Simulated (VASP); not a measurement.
# Cu in VASP: further runs

Cu is run at these levels: PBE; tasks: single point.

All numbers are computed with VASP 6.6.1; they aren't measurements. Logs are shortened: lines on timing, memory, paths and dates and some standing lists are left out, and cuts for length are marked.

## (1) The cell of the first run

The cell holds a slab with vacuum, 4 atoms: a = 2.567 Å, b = 2.567 Å, c = 21.444 Å, α = 90.00°, β = 90.00°, γ = 90.00°.

## (2) Single point, PBE

Contents of INCAR:

```
SYSTEM = Cu
PREC = Accurate
ENCUT = 520
EDIFF = 1E-7
ISMEAR = -1
SIGMA = 0.1
LREAL = .False.
LASPH = .True.
NELM = 100
ALGO = Normal
ISIF = 2
LWAVE = .False.
LCHARG = .False.
LDIPOL = .True.
IDIPOL = 3
DIPOL = 0.5 0.5 0.500
GGA = PE
NBANDS = 30
```

Contents of KPOINTS:

```
Automatic mesh
0
Gamma
  14 14 1
  0 0 0
```

Contents of POSCAR:

```
Cu
1.0
    2.5665139637      0.0000000000      0.0000000000
    0.0000000000      2.5665139637      0.0000000000
    0.0000000000      0.0000000000     21.4444000000
Cu
4
Direct
    0.2500000000      0.2500000000      0.3730578080
    0.7500000000      0.7500000000      0.4576859357
    0.2500000000      0.2500000000      0.5423140638
    0.7500000000      0.7500000000      0.6269421920
```

Potentials or basis: VASP PAW PBE potentials, release 64 (Cu).

On the command line:

```
$ cat potpaw_PBE.64/Cu/POTCAR > POTCAR
$ mpirun -np 1 vasp_std > vasp.out
```

OUTCAR:

```text
SYSTEM = Cu
   PREC = Accurate
   ENCUT = 520
   EDIFF = 1E-7
   ISMEAR = -1
   LREAL = .False.
   LASPH = .True.
   NELM = 100
   ISIF = 2
   GGA = PE

 ion  position               nearest neighbor table
   1  0.250  0.250  0.373-   2 2.57   2 2.57   2 2.57   2 2.57
   2  0.750  0.750  0.458-   1 2.57   1 2.57   1 2.57   1 2.57   3 2.57   3 2.57   3 2.57   3 2.57

   3  0.250  0.250  0.542-   2 2.57   2 2.57   2 2.57   2 2.57   4 2.57   4 2.57   4 2.57   4 2.57

   4  0.750  0.750  0.627-   3 2.57   3 2.57   3 2.57   3 2.57

  LATTYP: Found a simple tetragonal cell.
 ALAT       =     2.5665139637
 C/A-ratio  =     8.3554581441

  Lattice vectors:

 A1 = (   2.5665139637,   0.0000000000,   0.0000000000)
 A2 = (   0.0000000000,   2.5665139637,   0.0000000000)
 A3 = (   0.0000000000,   0.0000000000,  21.4444000000)

Analysis of symmetry for initial positions (statically):
=====================================================================
 Subroutine PRICEL returns:
 Original cell was already a primitive cell.

 Routine SETGRP: Setting up the symmetry group for a
 simple tetragonal supercell.

 Subroutine GETGRP returns: Found 16 space group operations
 (whereof  4 operations were pure point group operations)
 out of a pool of 16 trial point group operations.

The static configuration has the point symmetry C_2h.
 The point group associated with its full space group is D_4h.

Analysis of symmetry for dynamics (positions and initial velocities):
=====================================================================
 Subroutine PRICEL returns:
 Original cell was already a primitive cell.

 Routine SETGRP: Setting up the symmetry group for a
 simple tetragonal supercell.

 Subroutine GETGRP returns: Found 16 space group operations
 (whereof  4 operations were pure point group operations)
 out of a pool of 16 trial point group operations.

The dynamic configuration has the point symmetry C_2h.
 The point group associated with its full space group is D_4h.

 Subroutine INISYM returns: Found 16 space group operations
 (whereof  4 operations are pure point group operations),
 and found     1 'primitive' translations

----------------------------------------------------------------------------------------

                                     Primitive cell

  volume of cell :     141.2541

  direct lattice vectors                    reciprocal lattice vectors
     2.566513964  0.000000000  0.000000000     0.389633571  0.000000000  0.000000000
     0.000000000  2.566513964  0.000000000     0.000000000  0.389633571  0.000000000
     0.000000000  0.000000000 21.444400000     0.000000000  0.000000000  0.046632221

  length of vectors
     2.566513964  2.566513964 21.444400000     0.389633571  0.389633571  0.046632221

  position of ions in fractional coordinates (direct lattice)
     0.250000000  0.250000000  0.373057808
     0.750000000  0.750000000  0.457685936
     0.250000000  0.250000000  0.542314064
     0.750000000  0.750000000  0.626942192

  ion indices of the primitive-cell ions
   primitive index   ion index
                 1           1
                 2           2
                 3           3
                 4           4

----------------------------------------------------------------------------------------

 KPOINTS: Automatic mesh

Automatic generation of k-mesh.
 Grid dimensions read from file:
 generate k-points for:   14   14    1

 Generating k-lattice:

  Cartesian coordinates                     Fractional coordinates (reciprocal lattice)
     0.027830969  0.000000000  0.000000000     0.071428571  0.000000000  0.000000000
     0.000000000  0.027830969  0.000000000     0.000000000  0.071428571  0.000000000
     0.000000000  0.000000000  0.046632221     0.000000000  0.000000000  1.000000000

  Length of vectors
     0.027830969  0.027830969  0.046632221

  Shift w.r.t. Gamma in fractional coordinates (k-lattice)
     0.000000000  0.000000000  0.000000000

 Subroutine IBZKPT returns following result:
 ===========================================

 Found     36 irreducible k-points:

 Following reciprocal coordinates:
            Coordinates               Weight
  0.000000  0.000000  0.000000      1.000000
  0.071429  0.000000  0.000000      4.000000
  0.142857  0.000000  0.000000      4.000000
  0.214286  0.000000  0.000000      4.000000
  0.285714  0.000000  0.000000      4.000000
  0.357143  0.000000  0.000000      4.000000
[... 16 lines left out ...]
  0.285714  0.214286  0.000000      8.000000
  0.357143  0.214286  0.000000      8.000000
 [... further k-points ...]
   k-points           NKPTS =     36   k-points in BZ     NKDIM =     36   number of bands    NBANDS=     30
   number of dos      NEDOS =    301   number of ions     NIONS =      4
   total plane-waves  NPLWV =  64000
   dimension x,y,z NGX =    20 NGY =   20 NGZ =  160
   dimension x,y,z NGXF=    40 NGYF=   40 NGZF=  320
   ions per type =               4
   NGX,Y,Z   is equivalent  to a cutoff of  12.95, 12.95, 12.40 a.u.
   NGXF,Y,Z  is equivalent  to a cutoff of  25.91, 25.91, 24.81 a.u.
 SYSTEM =  Cu
   PREC   = accura    normal or accurate (medium, high low for compatibility)
   ISTART =      0    job   : 0-new  1-cont  2-samecut
   ICHARG =      2    charge: 1-file 2-atom 10-const
   ISPIN  =      1    spin polarized calculation?
   LNONCOLLINEAR =      F non collinear calculations
   LSORBIT =      F    spin-orbit coupling
   LASPH  =      T    aspherical Exc in radial PAW
   ENCUT  =  520.0 eV  38.22 Ry    6.18 a.u.   4.77  4.77 39.87*2*pi/ulx,y,z
   NELM   =    100;   NELMIN=  2; NELMDL= -5     # of ELM steps
   EDIFF  = 0.1E-06   stopping-criterion for ELM
   LREAL  =      F    real-space projection
   EDIFFG = 0.1E-05   stopping-criterion for IOM
   NSW    =      0    number of steps for IOM
   IBRION =     -1    ionic relax: 0-MD 1-quasi-New 2-CG
   NFREE  =      0    steps in history (QN), initial steepest desc. (CG)
   ISIF   =      2    stress and relaxation
   ISYM   =      2    0-nonsym 1-usesym 2-fastsym
   POTIM  = 0.5000    time-step for ionic-motion
   TEBEG  =    0.0;   TEEND  =   0.0 temperature during run
   PSTRESS=    0.0 pullay stress
   NELECT =      44.0000    total number of electrons
   NUPDOWN=      -1.0000    fix difference up-down
   EMIN   =  10.00;   EMAX   =-10.00  energy-range for DOS
   EFERMI =   0.00;   METHOD = LEGACY
   ISMEAR =    -1;   SIGMA  =   0.10  broadening in eV -4-tet -1-fermi 0-gaus
   EFERMI_NEDOS =   21; number of points for ismear=-14 and -15
   IALGO  =     38    algorithm
   IMIX   =      4    mixing-type and parameters
     AMIX     =   0.40;   BMIX     =  1.00
     AMIX_MAG =   1.60;   BMIX_MAG =  1.00
  volume/ion in A,a.u.               =      35.31       238.31
  Fermi-wavevector in a.u.,A,eV,Ry     =   1.109750  2.097124 16.756202  1.231546
  Thomas-Fermi vector in A             =   2.246294
   LORBIT       =      0    0 simple, 1 ext, 2 COOP (PROOUT), +10 PAW based schemes
   GGA     = PE    functional components
   LHFCALC =     F    Hartree Fock is set to
   AEXX    =    0.0000 exact exchange contribution
   IVDW    =     0    specifies the selected vdW correction
   LEPSILON=     F    determine dielectric tensor
   LRPA    =     F    only Hartree local field effects (RPA)
 non-spin polarized calculation
  energy-cutoff  :      520.00
  volume of cell :      141.25
 maximum number of plane-waves:      3827
 NGX is ok and might be reduce to    20
   NGX =  9   NGY =  9   NGZ = 79

 number of electron      43.9999894 magnetization

 dipolmoment           0.000000      0.000000      0.000000 electrons x Angstroem

 Free energy of the ion-electron system (eV)
  ---------------------------------------------------
  ext. energy  EPLUGINS =         0.00000000
  ---------------------------------------------------
  free energy    TOTEN  =       -13.72520822 eV

  energy without entropy =      -13.67879965  energy(sigma->0) =      -13.70200394

 E-fermi :  -0.4331     XC(G=0):  -5.1818

 val. band max:       -0.4582862662   @ k =   0.5000   0.0000   0.0000
 cond. band min:      -0.3253343819   @ k =   0.5000   0.1429   0.0000
 fundamental gap:      0.1329518843
 Fermi energy:        -0.4330711267

 k-point     1 :       0.0000    0.0000    0.0000
  band No.  band energies     occupation
      1      -9.0864      2.00000
      2      -7.4301      2.00000
      3      -5.5023      2.00000
      4      -5.0850      2.00000
      5      -4.6102      2.00000
      6      -4.1147      2.00000
[... 22 lines left out ...]
     29       6.0416      0.00000
     30       7.9862      0.00000

 k-point     2 :       0.0714    0.0000    0.0000
  band No.  band energies     occupation
      1      -8.9658      2.00000
      2      -7.3185      2.00000
      3      -5.4100      2.00000
      4      -5.0201      2.00000
      5      -4.5796      2.00000
      6      -4.0929      2.00000
[... 22 lines left out ...]
     29       6.1463      0.00000
     30       8.1033      0.00000

 k-point     3 :       0.1429    0.0000    0.0000
  band No.  band energies     occupation
      1      -8.6096      2.00000
      2      -6.9951      2.00000
      3      -5.1623      2.00000
      4      -4.8437      2.00000
      5      -4.4892      2.00000
      6      -4.0192      2.00000
[... 22 lines left out ...]
     29       6.4598      0.00000
     30       8.4544      0.00000

 k-point     4 :       0.2143    0.0000    0.0000
  band No.  band energies     occupation
      1      -8.0357      2.00000
      2      -6.5021      2.00000
      3      -4.8722      2.00000
      4      -4.6129      2.00000
      5      -4.3407      2.00000
      6      -3.8506      2.00000
[... 22 lines left out ...]
     29       6.8987      0.00000
     30       7.1809      0.00000

 k-point     5 :       0.2857    0.0000    0.0000
  band No.  band energies     occupation
      1      -7.2830      2.00000
      2      -5.9397      2.00000
      3      -4.7128      2.00000
      4      -4.4113      2.00000
      5      -4.1404      2.00000
      6      -3.5724      2.00000
[... 22 lines left out ...]
     29       6.4897      0.00000
     30       7.1139      0.00000
[... 526 lines left out ...]
     29       8.2959      0.00000
     30       8.2959      0.00000

 k-point    22 :       0.2143    0.2143    0.0000
  band No.  band energies     occupation
      1      -7.0544      2.00000
      2      -5.6491      2.00000
      3      -4.3154      2.00000
      4      -4.2949      2.00000
      5      -4.0699      2.00000
      6      -3.8498      2.00000
[... 22 lines left out ...]
     29       7.4059      0.00000
     30       7.9311      0.00000

 k-point    23 :       0.2857    0.2143    0.0000
  band No.  band energies     occupation
      1      -6.3864      2.00000
      2      -5.1746      2.00000
      3      -4.2831      2.00000
      4      -4.2230      2.00000
      5      -3.9821      2.00000
      6      -3.8634      2.00000
[... 22 lines left out ...]
     29       7.2901      0.00000
     30       8.1854      0.00000

 k-point    24 :       0.3571    0.2143    0.0000
  band No.  band energies     occupation
      1      -5.6880      2.00000
      2      -4.8413      2.00000
      3      -4.3806      2.00000
      4      -4.2426      2.00000
      5      -4.0028      2.00000
      6      -3.7338      2.00000
[... 22 lines left out ...]
     29       7.7567      0.00000
     30       7.9696      0.00000

 [... further k-points ...]

------------------------ aborting loop because EDIFF is reached ----------------------------------------

 vacuum level on the upper side and lower side of the slab       (xc-potential included)        -0.083        -0.083

  FORCE on cell =-STRESS in cart. coord.  units (eV):
  Direction    XX          YY          ZZ          XY          YZ          ZX
  --------------------------------------------------------------------------------------
  -------------------------------------------------------------------------------------
  Total       -1.4792005     -1.4792005     -0.4712798     -0.0000000      0.0000000     -0.0000000
  in kB      -16.7778556    -16.7778556     -5.3454984     -0.0000000      0.0000000     -0.0000000
  external PRESSURE =     -12.9670699 kB  Pullay stress =       0.0000000 kB

 VOLUME and BASIS-vectors are now :
 -----------------------------------------------------------------------------
  energy-cutoff  :      520.00
  volume of cell :      141.25
      direct lattice vectors                 reciprocal lattice vectors
     2.566513964  0.000000000  0.000000000     0.389633571  0.000000000  0.000000000
     0.000000000  2.566513964  0.000000000     0.000000000  0.389633571  0.000000000
     0.000000000  0.000000000 21.444400000     0.000000000  0.000000000  0.046632221

 POSITION                                       TOTAL-FORCE (eV/Angst)
 -----------------------------------------------------------------------------------
      0.64163      0.64163      8.00000         0.000000      0.000000      0.154107
      1.92489      1.92489      9.81480         0.000000      0.000000     -0.216649
      0.64163      0.64163     11.62960        -0.000000     -0.000000      0.216649
      1.92489      1.92489     13.44440         0.000000      0.000000     -0.154107
 -----------------------------------------------------------------------------------
    total drift:                               -0.000000      0.000000      0.000008

  FREE ENERGIE OF THE ION-ELECTRON SYSTEM (eV)
  ---------------------------------------------------
  free  energy   TOTEN  =       -13.7252082235 eV

  energy  without entropy=      -13.6787996527  energy(sigma->0) =      -13.70200394

 vacuum level on the upper side and lower side of the slab         4.053         4.053
```

Wall time 2.7 min (1 thread of Intel Xeon Platinum 8488C (Sapphire Rapids), shared host); peak memory 0.29 GiB.

Results:

```yaml
Free_energy: -13.7252 eV
Largest_force: 0.217 eV/Å
Band_gap_on_the_k_mesh: zero (bands 22 and 23 overlap by 4.46 eV)
```

Forces in eV/Å, atoms in the order of the input:
```
Cu   0.000  0.000  0.154
Cu   0.000  0.000 -0.217
Cu   0.000  0.000  0.217
Cu   0.000  0.000 -0.154
```

Levels at points of the mesh, in eV from the Fermi level:
```
           k point  band 18  band 19  band 20  band 21  band 22  band 23  band 24  band 25  band 26  band 27
(0.00, 0.00, 0.00)    -1.71    -1.71    -1.49    -1.47    -1.47    -1.46    -0.45     1.15     4.36     4.41
(0.50, 0.00, 0.00)    -1.77    -1.56    -1.56    -0.33    -0.33    -0.03    -0.03     3.27     3.27     5.91
(0.50, 0.50, 0.00)    -1.50    -1.10    -1.10     2.48     2.48     4.68     4.68     7.32     7.32     7.44
```

## (3) Single point, PBE

Contents of INCAR:

```
  PREC = Accurate
  ENCUT = 520
  EDIFF = 1E-6
  ISMEAR = -1
  SIGMA = 0.1
  LREAL = False
  LASPH = True
  NELM = 100
  ALGO = Normal
  ISIF = 2
  LWAVE = False
  LCHARG = False
  LDIPOL = True
  IDIPOL = 3
  DIPOL = 0.5 0.5 0.500
  GGA = PE
  NBANDS = 30
```

Contents of KPOINTS:

```
regular mesh
0
Gamma
  14 14 1
```

Contents of POSCAR:

```
Cu
1.0
    2.5665139637      0.0000000000      0.0000000000
    0.0000000000      2.5665139637      0.0000000000
    0.0000000000      0.0000000000     21.4444000000
Cu
4
Direct
    0.2500000000      0.2500000000      0.3750743292
    0.7500000000      0.7500000000      0.4572841423
    0.2500000000      0.2500000000      0.5427157821
    0.7500000000      0.7500000000      0.6249257460
```

Potentials or basis: VASP PAW PBE potentials, release 64 (Cu).

On the command line:

```
$ cat potpaw_PBE.64/Cu/POTCAR > POTCAR
$ mpirun -np 1 vasp_std > vasp.out
```

Wall time 2.9 min (1 thread of Intel Xeon Platinum 8488C (Sapphire Rapids), shared host); peak memory 0.29 GiB.

It converged, with:

```
Free energy            : -13.7327 eV
Largest force          : 0.030 eV/Å
Band gap on the k mesh : zero (bands 22 and 23 overlap by 4.42 eV)
```

Forces on the atoms (eV/Å):
```
Cu   0.000  0.000 -0.030
Cu   0.000  0.000  0.009
Cu   0.000  0.000 -0.009
Cu   0.000  0.000  0.030
```

Levels at points of the mesh, in eV from the Fermi level:
```tsv
k point	band 19	band 20	band 21	band 22	band 23	band 24	band 25	band 26
(0.00, 0.00, 0.00)	-1.73	-1.52	-1.49	-1.48	-1.48	-0.39	1.24	4.34
(0.50, 0.00, 0.00)	-1.56	-1.56	-0.35	-0.35	-0.06	-0.06	3.30	3.30
(0.50, 0.50, 0.00)	-1.14	-1.14	2.42	2.42	4.61	4.61	7.30	7.30
```

(Continued in part 2 of 2.)

The gap in the log of VASP goes by the Fermi energy; the results here count the filled bands.